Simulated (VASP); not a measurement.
# Cu in VASP: single point with PBEsol

Aim: the single point of Cu with PBEsol.

All numbers are computed with VASP 6.6.1; they aren't measurements. Logs are shortened: lines on timing, memory, paths and dates and some standing lists are left out, and cuts for length are marked.

## Step 1: The cell of the first run

The cell holds a sublattice, 1 atom: a = 3.981 Å, b = 3.981 Å, c = 5.655 Å, α = 110.61°, β = 110.61°, γ = 90.00°.

## Step 2: Single point, PBEsol, collinear spin

Contents of INCAR:

```
PREC     = Accurate       # precision mode
ENCUT    = 520            # plane-wave cutoff, eV
EDIFF    = 1E-6           # SCF threshold, eV
ISMEAR   = 0              # smearing method
SIGMA    = 0.1            # smearing width, eV
LREAL    = F              # projectors in reciprocal space
LASPH    = T              # aspherical terms in the spheres
NELM     = 200            # most SCF steps
ALGO     = Normal         # electronic algorithm
ISIF     = 2              # what is computed and relaxed
LWAVE    = F              # write WAVECAR
LCHARG   = F              # write CHGCAR
ISPIN    = 2              # spin polarisation
MAGMOM   = 1              # initial moments
LORBIT   = 11             # projections on sites
LMAXMIX  = 4              # l up to which the mixer works
GGA      = PS             # functional
NBANDS   = 16             # bands
GGA_COMPAT= F
```

Contents of KPOINTS:

```
Automatic mesh
0
Gamma
  10 10 10
```

Contents of POSCAR:

```
Cu
1.0
    0.0000000000     -3.9812840000      0.0000000000
    3.9812840000      0.0000000000      0.0000000000
   -1.9906420000      1.9906420000      4.9046240000
Cu
1
Direct
    0.2500000000      0.7500000000      0.5000000000
```

Potentials or basis: VASP PAW PBE potentials, release 64 (Cu).

Command:

```console
> cat potpaw_PBE.64/Cu/POTCAR > POTCAR
> mpirun -np 1 vasp_std > vasp.out
```

OUTCAR:

```text
PREC = Accurate
   ENCUT = 520
   EDIFF = 1E-6
   ISMEAR = 0
   LREAL = F
   LASPH = T
   NELM = 200
   ISIF = 2
   ISPIN = 2
   LORBIT = 11
   GGA = PS

 ion  position               nearest neighbor table
   1  0.250  0.750  0.500-

  LATTYP: Found a body centered tetragonal cell.
 ALAT       =     3.9812840000
 C/A-ratio  =     2.4638403088

  Lattice vectors:

 A1 = (  -1.9906420000,  -1.9906420000,  -4.9046240000)
 A2 = (   1.9906420000,   1.9906420000,  -4.9046240000)
 A3 = (   1.9906420000,  -1.9906420000,   4.9046240000)

Analysis of symmetry for initial positions (statically):
=====================================================================
 Subroutine PRICEL returns:
 Original cell was already a primitive cell.

 Routine SETGRP: Setting up the symmetry group for a
 body centered tetragonal supercell.

 Subroutine GETGRP returns: Found 16 space group operations
 (whereof  8 operations were pure point group operations)
 out of a pool of 16 trial point group operations.

The static configuration has the point symmetry D_2d.
 The point group associated with its full space group is D_4h.

Analysis of symmetry for dynamics (positions and initial velocities):
=====================================================================
 Subroutine PRICEL returns:
 Original cell was already a primitive cell.

 Routine SETGRP: Setting up the symmetry group for a
 body centered tetragonal supercell.

 Subroutine GETGRP returns: Found 16 space group operations
 (whereof  8 operations were pure point group operations)
 out of a pool of 16 trial point group operations.

The dynamic configuration has the point symmetry D_2d.
 The point group associated with its full space group is D_4h.

Analysis of structural, dynamic, and magnetic symmetry:
=====================================================================
 Subroutine PRICEL returns:
 Original cell was already a primitive cell.

 Routine SETGRP: Setting up the symmetry group for a
 body centered tetragonal supercell.

 Subroutine GETGRP returns: Found 16 space group operations
 (whereof  8 operations were pure point group operations)
 out of a pool of 16 trial point group operations.

The overall configuration has the point symmetry D_2d.
 The point group associated with its full space group is D_4h.

 Subroutine INISYM returns: Found 16 space group operations
 (whereof  8 operations are pure point group operations),
 and found     1 'primitive' translations

----------------------------------------------------------------------------------------

                                     Primitive cell

  volume of cell :      77.7413

  direct lattice vectors                    reciprocal lattice vectors
     0.000000000 -3.981284000  0.000000000     0.000000000 -0.251175249  0.101944614
     3.981284000  0.000000000  0.000000000     0.251175249  0.000000000  0.101944614
    -1.990642000  1.990642000  4.904624000     0.000000000  0.000000000  0.203889228

  length of vectors
     3.981284000  3.981284000  5.655143475     0.271075100  0.271075100  0.203889228

  position of ions in fractional coordinates (direct lattice)
     0.250000000  0.750000000  0.500000000

  ion indices of the primitive-cell ions
   primitive index   ion index
                 1           1

----------------------------------------------------------------------------------------

 KPOINTS: Automatic mesh

Automatic generation of k-mesh.
 Grid dimensions read from file:
 generate k-points for:   10   10   10

 Generating k-lattice:

  Cartesian coordinates                     Fractional coordinates (reciprocal lattice)
     0.000000000 -0.025117525  0.010194461     0.100000000  0.000000000  0.000000000
     0.025117525  0.000000000  0.010194461     0.000000000  0.100000000  0.000000000
     0.000000000  0.000000000  0.020388923     0.000000000  0.000000000  0.100000000

  Length of vectors
     0.027107510  0.027107510  0.020388923

  Shift w.r.t. Gamma in fractional coordinates (k-lattice)
     0.000000000  0.000000000  0.000000000

 Subroutine IBZKPT returns following result:
 ===========================================

 Found    102 irreducible k-points:

 Following reciprocal coordinates:
            Coordinates               Weight
  0.000000  0.000000  0.000000      1.000000
  0.100000  0.000000 -0.000000      8.000000
  0.200000  0.000000 -0.000000      8.000000
  0.300000  0.000000  0.000000      8.000000
  0.400000  0.000000 -0.000000      8.000000
  0.500000  0.000000 -0.000000      4.000000
[... 16 lines left out ...]
  0.300000  0.300000  0.000000      8.000000
  0.400000  0.300000  0.000000     16.000000
 [... further k-points ...]
   k-points           NKPTS =    102   k-points in BZ     NKDIM =    102   number of bands    NBANDS=     16
   number of dos      NEDOS =    301   number of ions     NIONS =      1
   total plane-waves  NPLWV =  37800
   dimension x,y,z NGX =    30 NGY =   30 NGZ =   42
   dimension x,y,z NGXF=    60 NGYF=   60 NGZF=   84
   ions per type =               1
   NGX,Y,Z   is equivalent  to a cutoff of  12.53, 12.53, 12.35 a.u.
   NGXF,Y,Z  is equivalent  to a cutoff of  25.05, 25.05, 24.69 a.u.
 SYSTEM =  unknown system
   PREC   = accura    normal or accurate (medium, high low for compatibility)
   ISTART =      0    job   : 0-new  1-cont  2-samecut
   ICHARG =      2    charge: 1-file 2-atom 10-const
   ISPIN  =      2    spin polarized calculation?
   LNONCOLLINEAR =      F non collinear calculations
   LSORBIT =      F    spin-orbit coupling
   LASPH  =      T    aspherical Exc in radial PAW
   ENCUT  =  520.0 eV  38.22 Ry    6.18 a.u.   7.40  7.40 10.51*2*pi/ulx,y,z
   NELM   =    200;   NELMIN=  2; NELMDL= -5     # of ELM steps
   EDIFF  = 0.1E-05   stopping-criterion for ELM
   LREAL  =      F    real-space projection
   EDIFFG = 0.1E-04   stopping-criterion for IOM
   NSW    =      0    number of steps for IOM
   IBRION =     -1    ionic relax: 0-MD 1-quasi-New 2-CG
   NFREE  =      0    steps in history (QN), initial steepest desc. (CG)
   ISIF   =      2    stress and relaxation
   ISYM   =      2    0-nonsym 1-usesym 2-fastsym
   POTIM  = 0.5000    time-step for ionic-motion
   TEBEG  =    0.0;   TEEND  =   0.0 temperature during run
   PSTRESS=    0.0 pullay stress
   NELECT =      11.0000    total number of electrons
   NUPDOWN=      -1.0000    fix difference up-down
   EMIN   =  10.00;   EMAX   =-10.00  energy-range for DOS
   EFERMI =   0.00;   METHOD = LEGACY
   ISMEAR =     0;   SIGMA  =   0.10  broadening in eV -4-tet -1-fermi 0-gaus
   EFERMI_NEDOS =   21; number of points for ismear=-14 and -15
   IALGO  =     38    algorithm
   IMIX   =      4    mixing-type and parameters
     AMIX     =   0.40;   BMIX     =  1.00
     AMIX_MAG =   1.60;   BMIX_MAG =  1.00
  volume/ion in A,a.u.               =      77.74       524.62
  Fermi-wavevector in a.u.,A,eV,Ry     =   0.853077  1.612082  9.901516  0.727741
  Thomas-Fermi vector in A             =   1.969464
   LORBIT       =     11    0 simple, 1 ext, 2 COOP (PROOUT), +10 PAW based schemes
   GGA     = PS    functional components
   LHFCALC =     F    Hartree Fock is set to
   AEXX    =    0.0000 exact exchange contribution
   IVDW    =     0    specifies the selected vdW correction
   LEPSILON=     F    determine dielectric tensor
   LRPA    =     F    only Hartree local field effects (RPA)
 spin polarized calculation
 Gauss-broadening in eV      SIGMA  =   0.10
  energy-cutoff  :      520.00
  volume of cell :       77.74
 maximum number of plane-waves:      2131
 NGX is ok and might be reduce to    30
   NGX = 15   NGY = 15   NGZ = 21

 number of electron      11.0000013 magnetization      -0.0007220

 number of electron      11.0000013 magnetization       0.0013816

 Free energy of the ion-electron system (eV)
  ---------------------------------------------------
  ext. energy  EPLUGINS =         0.00000000
  ---------------------------------------------------
  free energy    TOTEN  =        -0.74666191 eV

  energy without entropy =       -0.74138527  energy(sigma->0) =       -0.74402359

 E-fermi :  -2.8154     XC(G=0):  -4.8975

 val. band max:       -2.8189435981   @ k =  -0.3000   0.3000   0.1000
 cond. band min:      -2.7735904944   @ k =   0.4000   0.0000   0.1000
 fundamental gap:      0.0453531037
 Fermi energy:        -2.8153883859

 spin component 1

 k-point     1 :       0.0000    0.0000    0.0000
  band No.  band energies     occupation
      1      -4.4061      1.00000
      2      -3.6995      1.00000
      3      -3.5534      1.00000
      4      -3.4925      1.00000
      5      -3.4925      1.00000
      6      -3.4903      1.00000
[... 8 lines left out ...]
     15       9.4910      0.00000
     16       9.4910      0.00000

 k-point     2 :       0.1000    0.0000   -0.0000
  band No.  band energies     occupation
      1      -4.3098      1.00000
      2      -3.6896      1.00000
      3      -3.5482      1.00000
      4      -3.5004      1.00000
      5      -3.4958      1.00000
      6      -3.4914      1.00000
[... 8 lines left out ...]
     15       9.6212      0.00000
     16      11.3409      0.00000

 k-point     3 :       0.2000    0.0000   -0.0000
  band No.  band energies     occupation
      1      -4.0413      1.00000
      2      -3.6480      1.00000
      3      -3.5378      1.00000
      4      -3.5159      1.00000
      5      -3.5101      1.00000
      6      -3.4887      1.00000
[... 8 lines left out ...]
     15      10.5857      0.00000
     16      12.4343      0.00000
[... 362 lines left out ...]
 k-point    23 :       0.3000    0.3000    0.0000
  band No.  band energies     occupation
      1      -3.5976      1.00000
      2      -3.5535      1.00000
      3      -3.5492      1.00000
      4      -3.5312      1.00000
      5      -3.5030      1.00000
      6      -2.6121      0.00202
[... 8 lines left out ...]
     15      11.7369      0.00000
     16      11.7801      0.00000

 k-point    24 :       0.4000    0.3000    0.0000
  band No.  band energies     occupation
      1      -3.6174      1.00000
      2      -3.5628      1.00000
      3      -3.5328      1.00000
      4      -3.5285      1.00000
      5      -3.4890      1.00000
      6      -2.1052      0.00000
[... 8 lines left out ...]
     15      11.0063      0.00000
     16      11.6976      0.00000

 [... further k-points ...]

 spin component 2

 k-point     1 :       0.0000    0.0000    0.0000
  band No.  band energies     occupation
      1      -4.4049      1.00000
      2      -3.6989      1.00000
      3      -3.5530      1.00000
      4      -3.4920      1.00000
      5      -3.4920      1.00000
      6      -3.4898      1.00000
[... 8 lines left out ...]
     15       9.4916      0.00000
     16       9.4916      0.00000

 k-point     2 :       0.1000    0.0000   -0.0000
  band No.  band energies     occupation
      1      -4.3086      1.00000
      2      -3.6890      1.00000
      3      -3.5478      1.00000
      4      -3.5000      1.00000
      5      -3.4953      1.00000
      6      -3.4909      1.00000
[... 8 lines left out ...]
     15       9.6218      0.00000
     16      11.3416      0.00000

 k-point     3 :       0.2000    0.0000   -0.0000
  band No.  band energies     occupation
      1      -4.0401      1.00000
      2      -3.6474      1.00000
      3      -3.5374      1.00000
      4      -3.5154      1.00000
      5      -3.5096      1.00000
      6      -3.4882      1.00000
[... 8 lines left out ...]
     15      10.5870      0.00000
     16      12.4355      0.00000
[... 362 lines left out ...]
 k-point    23 :       0.3000    0.3000    0.0000
  band No.  band energies     occupation
      1      -3.5971      1.00000
      2      -3.5529      1.00000
      3      -3.5488      1.00000
      4      -3.5307      1.00000
      5      -3.5026      1.00000
      6      -2.6109      0.00192
[... 8 lines left out ...]
     15      11.7377      0.00000
     16      11.7809      0.00000

 k-point    24 :       0.4000    0.3000    0.0000
  band No.  band energies     occupation
      1      -3.6169      1.00000
      2      -3.5623      1.00000
      3      -3.5323      1.00000
      4      -3.5280      1.00000
      5      -3.4886      1.00000
      6      -2.1040      0.00000
[... 8 lines left out ...]
     15      11.0071      0.00000
     16      11.6984      0.00000

 [... further k-points ...]

------------------------ aborting loop because EDIFF is reached ----------------------------------------

  FORCE on cell =-STRESS in cart. coord.  units (eV):
  Direction    XX          YY          ZZ          XY          YZ          ZX
  --------------------------------------------------------------------------------------
  -------------------------------------------------------------------------------------
  Total       -1.5147227     -1.5147227     -0.1144933      0.0000000     -0.0000000      0.0000000
  in kB      -31.2170365    -31.2170365     -2.3596002      0.0000000     -0.0000000      0.0000000
  external PRESSURE =     -21.5978911 kB  Pullay stress =       0.0000000 kB

 VOLUME and BASIS-vectors are now :
 -----------------------------------------------------------------------------
  energy-cutoff  :      520.00
  volume of cell :       77.74
      direct lattice vectors                 reciprocal lattice vectors
     0.000000000 -3.981284000  0.000000000     0.000000000 -0.251175249  0.101944614
     3.981284000  0.000000000  0.000000000     0.251175249  0.000000000  0.101944614
    -1.990642000  1.990642000  4.904624000     0.000000000  0.000000000  0.203889228

 POSITION                                       TOTAL-FORCE (eV/Angst)
 -----------------------------------------------------------------------------------
      1.99064      0.00000      2.45231        -0.000000     -0.000000      0.000000
 -----------------------------------------------------------------------------------
    total drift:                                0.000000     -0.000000     -0.000000

  FREE ENERGIE OF THE ION-ELECTRON SYSTEM (eV)
  ---------------------------------------------------
  free  energy   TOTEN  =        -0.7466619100 eV

  energy  without entropy=       -0.7413852735  energy(sigma->0) =       -0.74402359

 total charge

# of ion       s       p       d       tot
------------------------------------------
    1        0.315   0.008   9.395   9.718

 magnetization (x)

# of ion       s       p       d       tot
------------------------------------------
    1        0.000   0.000  -0.000   0.000
```

Run time: 3 min. Hardware: 1 thread of Oxide Virtual Turin-like, shared host; peak memory 0.3 GiB.

What came out:

- Free energy: -0.7467 eV
- Pressure: -2.2 GPa
- Net moment: 0.00 μB per cell
- Valence electrons inside the program's atomic spheres: Cu 9.72

Levels at points of the mesh, in eV from the Fermi level:
Spin up:
| k point | band 2 | band 3 | band 4 | band 5 | band 6 | band 7 | band 8 | band 9 | band 10 | band 11 |
| --- | --- | --- | --- | --- | --- | --- | --- | --- | --- | --- |
| (0.00, 0.00, 0.00) | -0.88 | -0.74 | -0.68 | -0.68 | -0.67 | 4.93 | 6.55 | 8.01 | 8.01 | 10.26 |
| (0.50, 0.00, 0.00) | -0.77 | -0.73 | -0.68 | -0.67 | 0.29 | 2.31 | 4.89 | 6.66 | 8.96 | 11.18 |
| (0.50, 0.50, 0.00) | -0.75 | -0.73 | -0.67 | -0.63 | 1.62 | 3.60 | 4.11 | 5.97 | 6.56 | 7.77 |
| (0.00, 0.00, 0.50) | -0.89 | -0.67 | -0.67 | -0.67 | -0.59 | 2.14 | 7.60 | 7.60 | 9.32 | 9.91 |
Spin down:
| k point | band 3 | band 4 | band 5 | band 6 | band 7 | band 8 | band 9 | band 10 |
| --- | --- | --- | --- | --- | --- | --- | --- | --- |
| (0.00, 0.00, 0.00) | -0.74 | -0.68 | -0.68 | -0.67 | 4.93 | 6.56 | 8.01 | 8.01 |
| (0.50, 0.00, 0.00) | -0.73 | -0.68 | -0.67 | 0.29 | 2.31 | 4.89 | 6.66 | 8.96 |
| (0.50, 0.50, 0.00) | -0.73 | -0.67 | -0.63 | 1.62 | 3.60 | 4.11 | 5.97 | 6.56 |
| (0.00, 0.00, 0.50) | -0.67 | -0.67 | -0.67 | -0.59 | 2.14 | 7.60 | 7.60 | 9.32 |

Caveat: the PAW data sets were made with another functional, which shifts forces and pressure a little.
